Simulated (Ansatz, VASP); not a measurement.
**Two plane-wave programs on Ge**

```
CELL_PARAMETERS angstrom
3.99759 0.00000 0.00000
-1.99879 3.46201 0.00000
0.00000 0.00000 6.59938
ATOMIC_POSITIONS crystal
Ge 0.33333 0.66667 0.93710
Ge 0.66667 0.33333 0.43710
Ge 0.33333 0.66667 0.56290
Ge 0.66667 0.33333 0.06290
```

Alike in both runs: functional r2SCAN; k mesh 8 × 8 × 4; occupations fermi-dirac, width 0.05 eV; no spin polarisation.

|  | VASP | Ansatz |
| --- | --- | --- |
| version | VASP 6.6.1 | Ansatz 0.2.0 |
| potentials or method | VASP PAW PBE potentials, release 64 (Ge_d) | Ansatz PAW |
| plane-wave cutoff (eV) | 520 | 500 |
| valence electrons in the cell | 56 | 56 |
| task | single point | band structure |

```csv
,VASP,Ansatz,Ansatz less VASP
gap on the k mesh at the Fermi level (eV),0.07,0.09,+0.021
least direct gap on the mesh (eV),0.07,0.09,+0.021
pressure (GPa),0.0,-0.1,-0.06
rms of the force components (eV/Å),0.006,0.003,-0.0037
```

VASP's potentials were made for PBE, not for r2SCAN. Atom by atom the forces differ by 0.004 eV/Å (rms over components). The functional is the same, so the differences come from potentials, cutoffs and numerics.
